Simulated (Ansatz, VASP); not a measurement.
SnO: VASP beside Ansatz

The input INCAR:

```
SYSTEM = SnO
PREC = Accurate
ENCUT = 520
EDIFF = 1E-6
ISMEAR = 0
SIGMA = 0.01
LREAL = .False.
LASPH = .True.
NELM = 100
ALGO = Normal
ISIF = 2
LWAVE = .False.
LCHARG = .False.
GGA = PE
NBANDS = 50
```

The input KPOINTS:

```
regular mesh
0
Gamma
  12 12 2
  0 0 0
```

Contents of POSCAR:

```
SnO
1.0
    3.2975434386      0.0000000000      0.0000000000
   -1.6487717193      2.8557563880      0.0000000000
    0.0000000000      0.0000000000     18.3617551838
Sn O
4 4
Direct
    0.0000000000      0.0000000000     -0.0027326677
    0.3333333333      0.6666666667      0.2463782473
    0.0000000000      0.0000000000      0.4972673323
    0.6666666667      0.3333333333      0.7463782473
    0.0000000000      0.0000000000      0.1902282771
    0.3333333333      0.6666666667      0.4411261433
    0.0000000000      0.0000000000      0.6902282771
    0.6666666667      0.3333333333      0.9411261433
```

Input for Ansatz:

```yaml
crystal:
  lattice:
    - [3.2975434386, 0.0, 0.0]
    - [-1.6487717193, 2.855756388, 0.0]
    - [0.0, 0.0, 18.3617551838]
  atoms:
    - { symbol: Sn, position: [0.0, 0.0, -0.0027326677] }
    - { symbol: Sn, position: [0.3333333333, 0.6666666667, 0.2463782473] }
    - { symbol: Sn, position: [0.0, 0.0, 0.4972673323] }
    - { symbol: Sn, position: [0.6666666667, 0.3333333333, 0.7463782473] }
    - { symbol: O, position: [0.0, 0.0, 0.1902282771] }
    - { symbol: O, position: [0.3333333333, 0.6666666667, 0.4411261433] }
    - { symbol: O, position: [0.0, 0.0, 0.6902282771] }
    - { symbol: O, position: [0.6666666667, 0.3333333333, 0.9411261433] }
kpoints:
  mp_grid: { grid: [12, 12, 2] }
  band_path:
    path:
      - [0.0, 0.0, 0.0]
      - [0.5, 0.0, 0.0]
      - [0.3333333333, 0.3333333333, 0.0]
      - [0.0, 0.0, 0.5]
      - [0.5, 0.0, 0.5]
      - [0.3333333333, 0.3333333333, 0.5]
      - [0.3125, 0.3125, 0.0]
    npoints: 1
hamiltonian:
  xc: pbe
scf:
  occupations: { method: fixed }
  n_extra_bands: 6
output:
  forces: true
  stress: true
  eigenvalues: true
```

Alike in both runs: task single point; functional PBE; k mesh 12 × 12 × 2; no spin polarisation.

|  | VASP | Ansatz |
| --- | --- | --- |
| version | VASP 6.6.1 | Ansatz 0.2.0 |
| potentials or method | VASP PAW PBE potentials, release 64 (Sn_d, O) | plane waves, PAW |
| plane-wave cutoff (eV) | 520 | 420 |
| occupations | gaussian, width 0.01 eV | fixed |
| valence electrons in the cell | 80 | 80 |

|  | VASP | Ansatz | Ansatz less VASP |
| --- | --- | --- | --- |
| gap on the k mesh at the Fermi level (eV) | 1.38 | 1.41 | +0.031 |
| pressure (GPa) | 3.3 | 3.1 | -0.22 |
| traceless stress, the component that is largest in VASP (GPa) | -1.25 | -1.15 | +0.097 |
| rms of the force components (eV/Å) | 0.292 | 0.252 | -0.0398 |

Atom by atom the forces differ by 0.040 eV/Å (rms over components).
